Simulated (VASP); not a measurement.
# GaSb (F-43m) in VASP: density of states with PBE

Aim: the density of states of GaSb with PBE.

Everything below comes from runs of VASP 6.6.1. Logs are shortened: lines on timing, memory, paths and dates and some standing lists are left out, and cuts for length are marked.

## Step 1: The cell of the first run

Symmetry: F-43m, No. 216, cubic system. Conventional cell: a = 6.092 Å, b = 6.092 Å, c = 6.092 Å, α = 90.00°, β = 90.00°, γ = 90.00°. Within 3.5 Å of Ga (site symmetry -43m) lie 4 Sb at 2.64 Å. Within 3.5 Å of Sb (site symmetry -43m) lie 4 Ga at 2.64 Å.

## Step 2: Density of states, PBE

POSCAR

```
GaSb
1.0
    0.0000000000      3.0457610000      3.0457610000
    3.0457610000      0.0000000000      3.0457610000
    3.0457610000      3.0457610000      0.0000000000
Ga Sb
1 1
Direct
    0.0000000000      0.0000000000      0.0000000000
    0.2500000000      0.2500000000      0.2500000000
```

INCAR.step1

```
PREC     = Accurate       # precision mode
ENCUT    = 520            # plane-wave cutoff, eV
EDIFF    = 1E-7           # SCF threshold, eV
ISMEAR   = -1             # smearing method
SIGMA    = 0.1            # smearing width, eV
LREAL    = False          # projectors in reciprocal space
LASPH    = True           # aspherical terms in the spheres
NELM     = 60             # most SCF steps
ALGO     = Normal         # electronic algorithm
ISIF     = 2              # what is computed and relaxed
LWAVE    = False          # write WAVECAR
LCHARG   = True           # write CHGCAR
GGA      = PE             # functional
NBANDS   = 16             # bands
```

KPOINTS.step1

```
regular mesh
0
Gamma
  10 10 10
```

INCAR.step2

```
PREC     = Accurate       # precision mode
ENCUT    = 520            # plane-wave cutoff, eV
EDIFF    = 1E-7           # SCF threshold, eV
ISMEAR   = -5             # smearing method
SIGMA    = 0.1            # smearing width, eV
LREAL    = False          # projectors in reciprocal space
LASPH    = True           # aspherical terms in the spheres
NELM     = 60             # most SCF steps
ALGO     = Normal         # electronic algorithm
ISIF     = 2              # what is computed and relaxed
LWAVE    = False          # write WAVECAR
LCHARG   = False          # write CHGCAR
GGA      = PE             # functional
LORBIT   = 11             # projections on sites
NBANDS   = 16             # bands
NEDOS    = 2001           # points of the DOS
ICHARG   = 11             # starting density
```

KPOINTS.step2

```
regular mesh
0
Gamma
  15 15 15
```

Potentials or basis: VASP PAW PBE potentials, release 64 (Ga_d, Sb).

Command:

```
cat potpaw_PBE.64/Ga_d/POTCAR potpaw_PBE.64/Sb/POTCAR > POTCAR
cp INCAR.step1 INCAR
cp KPOINTS.step1 KPOINTS
mpirun -np 1 vasp_std > vasp.out
cp INCAR.step2 INCAR
cp KPOINTS.step2 KPOINTS
mpirun -np 1 vasp_std > vasp.out
```

OUTCAR:

```text
PREC = Accurate
   ENCUT = 520
   EDIFF = 1E-7
   ISMEAR = -5
   LREAL = False
   LASPH = True
   NELM = 60
   ISIF = 2
   GGA = PE
   LORBIT = 11
   ICHARG = 11

 ion  position               nearest neighbor table
   1  0.000  0.000  0.000-   2 2.64   2 2.64   2 2.64   2 2.64
   2  0.250  0.250  0.250-   1 2.64   1 2.64   1 2.64   1 2.64

  LATTYP: Found a face centered cubic cell.
 ALAT       =     6.0915220000

  Lattice vectors:

 A1 = (   0.0000000000,   3.0457610000,   3.0457610000)
 A2 = (   3.0457610000,   0.0000000000,   3.0457610000)
 A3 = (   3.0457610000,   3.0457610000,   0.0000000000)

Analysis of symmetry for initial positions (statically):
=====================================================================
 Subroutine PRICEL returns:
 Original cell was already a primitive cell.

 Routine SETGRP: Setting up the symmetry group for a
 face centered cubic supercell.

 Subroutine GETGRP returns: Found 24 space group operations
 (whereof 24 operations were pure point group operations)
 out of a pool of 48 trial point group operations.

The static configuration has the point symmetry T_d .

Analysis of symmetry for dynamics (positions and initial velocities):
=====================================================================
 Subroutine PRICEL returns:
 Original cell was already a primitive cell.

 Routine SETGRP: Setting up the symmetry group for a
 face centered cubic supercell.

 Subroutine GETGRP returns: Found 24 space group operations
 (whereof 24 operations were pure point group operations)
 out of a pool of 48 trial point group operations.

The dynamic configuration has the point symmetry T_d .

 Subroutine INISYM returns: Found 24 space group operations
 (whereof 24 operations are pure point group operations),
 and found     1 'primitive' translations

----------------------------------------------------------------------------------------

                                     Primitive cell

  volume of cell :      56.5090

  direct lattice vectors                    reciprocal lattice vectors
     0.000000000  3.045761000  3.045761000    -0.164162585  0.164162585  0.164162585
     3.045761000  0.000000000  3.045761000     0.164162585 -0.164162585  0.164162585
     3.045761000  3.045761000  0.000000000     0.164162585  0.164162585 -0.164162585

  length of vectors
     4.307356514  4.307356514  4.307356514     0.284337938  0.284337938  0.284337938

  position of ions in fractional coordinates (direct lattice)
     0.000000000  0.000000000  0.000000000
     0.250000000  0.250000000  0.250000000

  ion indices of the primitive-cell ions
   primitive index   ion index
                 1           1
                 2           2

----------------------------------------------------------------------------------------

 KPOINTS: regular mesh

Automatic generation of k-mesh.
 Grid dimensions read from file:
 generate k-points for:   15   15   15

 Generating k-lattice:

  Cartesian coordinates                     Fractional coordinates (reciprocal lattice)
    -0.010944172  0.010944172  0.010944172     0.066666667  0.000000000  0.000000000
     0.010944172 -0.010944172  0.010944172     0.000000000  0.066666667  0.000000000
     0.010944172  0.010944172 -0.010944172     0.000000000  0.000000000  0.066666667

  Length of vectors
     0.018955863  0.018955863  0.018955863

  Shift w.r.t. Gamma in fractional coordinates (k-lattice)
     0.000000000  0.000000000  0.000000000

 TETIRR: Found    484 inequivalent tetrahedra from    20250

 Subroutine IBZKPT returns following result:
 ===========================================

 Found    120 irreducible k-points:

 Following reciprocal coordinates:
            Coordinates               Weight
  0.000000  0.000000  0.000000      1.000000
  0.066667  0.000000  0.000000      8.000000
  0.133333  0.000000  0.000000      8.000000
  0.200000  0.000000  0.000000      8.000000
  0.266667  0.000000  0.000000      8.000000
  0.333333  0.000000  0.000000      8.000000
[... 16 lines left out ...]
  0.133333  0.133333  0.000000      6.000000
  0.200000  0.133333  0.000000     24.000000
 [... further k-points ...]
   k-points           NKPTS =    120   k-points in BZ     NKDIM =    120   number of bands    NBANDS=     16
   number of dos      NEDOS =   2001   number of ions     NIONS =      2
   total plane-waves  NPLWV =  32768
   dimension x,y,z NGX =    32 NGY =   32 NGZ =   32
   dimension x,y,z NGXF=    64 NGYF=   64 NGZF=   64
   ions per type =               1   1
   NGX,Y,Z   is equivalent  to a cutoff of  12.35, 12.35, 12.35 a.u.
   NGXF,Y,Z  is equivalent  to a cutoff of  24.70, 24.70, 24.70 a.u.
 SYSTEM =  unknown system
   PREC   = accura    normal or accurate (medium, high low for compatibility)
   ISTART =      0    job   : 0-new  1-cont  2-samecut
   ICHARG =     11    charge: 1-file 2-atom 10-const
   ISPIN  =      1    spin polarized calculation?
   LNONCOLLINEAR =      F non collinear calculations
   LSORBIT =      F    spin-orbit coupling
   LASPH  =      T    aspherical Exc in radial PAW
   ENCUT  =  520.0 eV  38.22 Ry    6.18 a.u.   8.01  8.01  8.01*2*pi/ulx,y,z
   NELM   =     60;   NELMIN=  2; NELMDL=  0     # of ELM steps
   EDIFF  = 0.1E-06   stopping-criterion for ELM
   LREAL  =      F    real-space projection
   EDIFFG = 0.1E-05   stopping-criterion for IOM
   NSW    =      0    number of steps for IOM
   IBRION =     -1    ionic relax: 0-MD 1-quasi-New 2-CG
   NFREE  =      0    steps in history (QN), initial steepest desc. (CG)
   ISIF   =      2    stress and relaxation
   ISYM   =      2    0-nonsym 1-usesym 2-fastsym
   POTIM  = 0.5000    time-step for ionic-motion
   TEBEG  =    0.0;   TEEND  =   0.0 temperature during run
   PSTRESS=    0.0 pullay stress
   NELECT =      18.0000    total number of electrons
   NUPDOWN=      -1.0000    fix difference up-down
   EMIN   =  10.00;   EMAX   =-10.00  energy-range for DOS
   EFERMI =   0.00;   METHOD = LEGACY
   ISMEAR =    -5;   SIGMA  =   0.10  broadening in eV -4-tet -1-fermi 0-gaus
   EFERMI_NEDOS =   21; number of points for ismear=-14 and -15
   IALGO  =     38    algorithm
   IMIX   =      4    mixing-type and parameters
     AMIX     =   0.40;   BMIX     =  1.00
     AMIX_MAG =   1.60;   BMIX_MAG =  1.00
  volume/ion in A,a.u.               =      28.25       190.67
  Fermi-wavevector in a.u.,A,eV,Ry     =   1.118046  2.112801 17.007662  1.250028
  Thomas-Fermi vector in A             =   2.254674
   LORBIT       =     11    0 simple, 1 ext, 2 COOP (PROOUT), +10 PAW based schemes
   GGA     = PE    functional components
   LHFCALC =     F    Hartree Fock is set to
   AEXX    =    0.0000 exact exchange contribution
   IVDW    =     0    specifies the selected vdW correction
   LEPSILON=     F    determine dielectric tensor
   LRPA    =     F    only Hartree local field effects (RPA)
 non-spin polarized calculation
 Fermi weights with tetrahedron method with Bloechl corrections
  energy-cutoff  :      520.00
  volume of cell :       56.51
 maximum number of plane-waves:      1542

 number of electron      17.9999984 magnetization

 Free energy of the ion-electron system (eV)
  ---------------------------------------------------
  ext. energy  EPLUGINS =         0.00000000
  ---------------------------------------------------
  free energy    TOTEN  =        -7.33976008 eV

  energy without entropy =       -7.33976008  energy(sigma->0) =       -7.33976008

 E-fermi :   5.0102     XC(G=0):  -9.1466

 val. band max:        5.0036147785   @ k =   0.0000   0.0000   0.0000
 cond. band min:       5.1321821839   @ k =   0.0000   0.0000   0.0000
 fundamental gap:      0.1285674055
 Fermi energy:         5.0101679645

 k-point     1 :       0.0000    0.0000    0.0000
  band No.  band energies     occupation
      1     -10.0557      2.00000
      2     -10.0557      2.00000
      3     -10.0557      2.00000
      4     -10.0032      2.00000
      5     -10.0032      2.00000
      6      -6.5647      2.00000
[... 8 lines left out ...]
     15      13.6204      0.00000
     16      13.6204      0.00000

 k-point     2 :       0.0667    0.0000    0.0000
  band No.  band energies     occupation
      1     -10.0570      2.00000
      2     -10.0552      2.00000
      3     -10.0552      2.00000
      4     -10.0033      2.00000
      5     -10.0033      2.00000
      6      -6.5181      2.00000
[... 8 lines left out ...]
     15      13.2257      0.00000
     16      13.2257      0.00000

 k-point     3 :       0.1333    0.0000    0.0000
  band No.  band energies     occupation
      1     -10.0607      2.00000
      2     -10.0536      2.00000
      3     -10.0536      2.00000
      4     -10.0034      2.00000
      5     -10.0034      2.00000
      6      -6.3800      2.00000
[... 8 lines left out ...]
     15      12.7640      0.00000
     16      12.7640      0.00000

 k-point     4 :       0.2000    0.0000    0.0000
  band No.  band energies     occupation
      1     -10.0660      2.00000
      2     -10.0514      2.00000
      3     -10.0514      2.00000
      4     -10.0036      2.00000
      5     -10.0036      2.00000
      6      -6.1561      2.00000
[... 8 lines left out ...]
     15      12.5435      0.00000
     16      12.5435      0.00000
[... 324 lines left out ...]
 k-point    22 :      -0.0667    0.0667    0.0000
  band No.  band energies     occupation
      1     -10.0594      2.00000
      2     -10.0545      2.00000
      3     -10.0537      2.00000
      4     -10.0037      2.00000
      5     -10.0031      2.00000
      6      -6.4410      2.00000
[... 8 lines left out ...]
     15      12.6452      0.00000
     16      13.0741      0.00000

 k-point    23 :       0.1333    0.1333    0.0000
  band No.  band energies     occupation
      1     -10.0645      2.00000
      2     -10.0516      2.00000
      3     -10.0516      2.00000
      4     -10.0048      2.00000
      5     -10.0025      2.00000
      6      -6.3176      2.00000
[... 8 lines left out ...]
     15      12.0561      0.00000
     16      13.8491      0.00000

 k-point    24 :       0.2000    0.1333    0.0000
  band No.  band energies     occupation
      1     -10.0690      2.00000
      2     -10.0496      2.00000
      3     -10.0493      2.00000
      4     -10.0056      2.00000
      5     -10.0022      2.00000
      6      -6.1513      2.00000
[... 8 lines left out ...]
     15      12.6768      0.00000
     16      13.7363      0.00000

 [... further k-points ...]

------------------------ aborting loop because EDIFF is reached ----------------------------------------

  FORCE on cell =-STRESS in cart. coord.  units (eV):
  Direction    XX          YY          ZZ          XY          YZ          ZX
  --------------------------------------------------------------------------------------
  -------------------------------------------------------------------------------------
  Total        1.0669526      1.0669526      1.0669526      0.0000000     -0.0000000     -0.0000000
  in kB       30.2508977     30.2508977     30.2508977      0.0000000     -0.0000000     -0.0000000
  external PRESSURE =      30.2508977 kB  Pullay stress =       0.0000000 kB

 VOLUME and BASIS-vectors are now :
 -----------------------------------------------------------------------------
  energy-cutoff  :      520.00
  volume of cell :       56.51
      direct lattice vectors                 reciprocal lattice vectors
     0.000000000  3.045761000  3.045761000    -0.164162585  0.164162585  0.164162585
     3.045761000  0.000000000  3.045761000     0.164162585 -0.164162585  0.164162585
     3.045761000  3.045761000  0.000000000     0.164162585  0.164162585 -0.164162585

 POSITION                                       TOTAL-FORCE (eV/Angst)
 -----------------------------------------------------------------------------------
      0.00000      0.00000      0.00000         0.000000      0.000000     -0.000000
      1.52288      1.52288      1.52288        -0.000000     -0.000000      0.000000
 -----------------------------------------------------------------------------------
    total drift:                                0.000002      0.000002      0.000002

  FREE ENERGIE OF THE ION-ELECTRON SYSTEM (eV)
  ---------------------------------------------------
  free  energy   TOTEN  =        -7.3397600830 eV

  energy  without entropy=       -7.3397600830  energy(sigma->0) =       -7.33976008

 total charge

# of ion       s       p       d       tot
------------------------------------------
    1        0.909   0.779   9.964  11.651
    2        1.128   1.349   0.029   2.505
--------------------------------------------------
tot          2.036   2.128   9.992  14.156
```

Wall time 51 s (1 thread of AMD EPYC 9R45 (Zen 5), shared host); peak memory 0.22 GiB.

Results:

```yaml
Valence_electrons_inside_the_program's_atomic_spheres: Ga 11.65; Sb 2.50
```

Caveat: spin-orbit coupling is left out, which moves the levels of the heavy elements.
